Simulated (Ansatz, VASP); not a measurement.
One calculation of ZrB, two programs

```
Zr B
1.0
     0.00000    2.41539    2.59243
     2.58446    0.00000    2.59243
     2.58446    2.41539    0.00000
Zr B
1 1
Cartesian
  0.0000 0.0000 0.0000
  2.5845 2.4154 2.5924
```

Change from the starting cell: normal strain along x +0.0700, normal strain along z +0.0733.

Alike in both runs: task single point; functional LDA; k mesh 16 × 16 × 16; occupations gaussian, width 0.15 eV; no spin polarisation.

```csv
,VASP,Ansatz
version,VASP 6.6.1,Ansatz 0.2.0
potentials or method,"VASP PAW LDA potentials, release 64 (Zr_sv, B), cutoff 520 eV","scalar-relativistic, plane waves, PAW"
valence electrons in the cell,15,15
```

```tsv
	VASP	Ansatz	Ansatz less VASP
gap on the k mesh at the Fermi level (eV)	none	none	-
pressure (GPa)	-17.4	-17.6	-0.22
traceless stress, the component that is largest in VASP (GPa)	9.63	9.57	-0.065
```

LDA's correlation is that of Perdew and Zunger in VASP and of Perdew and Wang (1992) in Ansatz. A gap of «none» marks a metal or a gap that the smearing closes.
